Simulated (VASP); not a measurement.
Wanted: the native input for a VASP 6.6.1 run.

```yaml
Task: single point
Functional: PBE
Dispersion: D3(BJ)
Potentials_or_basis: VASP PAW PBE potentials, release 64 (Cu)
Cutoff: 520 eV
k_mesh: 13 × 13 × 13
Occupations: fermi-dirac, width 0.05 eV
Spin: no spin polarisation
Dipole_correction: no
Further_INCAR_settings: ALGO = Normal; EDIFF = 1e-07; NBANDS = 12
```

The structure of Cu lies in POSCAR:

```
Cu
1.0
   -1.4368693602      1.4368693602      1.3747415035
    1.4368693602     -1.4368693602      1.3747415035
    1.4368693602      1.4368693602     -1.3747415035
Cu
1
Direct
    0.0000000000      0.0000000000      0.0000000000
```

One way to write it, as run:

INCAR

```
PREC = Accurate
ENCUT = 520
EDIFF = 1E-7
ISMEAR = -1
SIGMA = 0.05
LREAL = False
LASPH = True
NELM = 100
ALGO = Normal
ISIF = 2
LWAVE = False
LCHARG = False
GGA = PE
IVDW = 12
NBANDS = 12
```

KPOINTS

```
Automatic mesh
0
Gamma
  13 13 13
```

Potentials or basis: VASP PAW PBE potentials, release 64 (Cu).

The run is started by

```sh
$ cat potpaw_PBE.64/Cu/POTCAR > POTCAR
$ mpirun -np 1 vasp_std > vasp.out
```

Results of the run:

```yaml
Pressure: 0.6 GPa
Band_gap_on_the_k_mesh: zero (an odd number of electrons rules out a gap without spin polarisation)
Dispersion_energy_per_atom: -0.607 eV
```

It took 13 s on 1 thread of AMD EPYC 9R45 96-Core Processor (Zen 5), on a shared host, peak memory 0.12 GiB.
